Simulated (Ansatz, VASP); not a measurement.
WS2 in VASP and in Ansatz

```xyz
3
Lattice="3.1458 0.0000 0.0000 -1.5729 2.7244 0.0000 0.0000 0.0000 30.0800" Properties=species:S:1:pos:R:3 pbc="T T T"
S     1.5729    0.9081    7.0030
S     1.5729    0.9081   10.1370
W     0.0000    1.8163    8.5700
```

Alike in both runs: functional PBEsol; k mesh 12 × 12 × 1; occupations gaussian, width 0.03 eV; no spin polarisation.

Ansatz relaxed the structure, and its values are those at the end. VASP's run is a single point on that final structure, the one shown.

|  | VASP | Ansatz |
| --- | --- | --- |
| version | VASP 6.6.1 | Ansatz 0.2.0 |
| potentials or method | VASP PAW PBE potentials, release 64 (S, W_sv), cutoff 400 eV | scalar-relativistic, plane waves, PAW |
| valence electrons in the cell | 26 | 26 |

```tsv
	VASP	Ansatz	Ansatz less VASP
gap on the k mesh at the Fermi level (eV)	1.94	1.94	-0.003
least direct gap on the mesh (eV)	1.94	1.94	-0.003
rms of the force components (eV/Å)	0.009	0.001	-0.0082
```

VASP's potentials were made for PBE, not for PBEsol, and Ansatz warns of the same on its side. The functional is the same, so the differences come from potentials, cutoffs and numerics. Ansatz's warnings: slab cell height set, structure snapped to symmetry.

Neither program's run includes spin-orbit coupling.
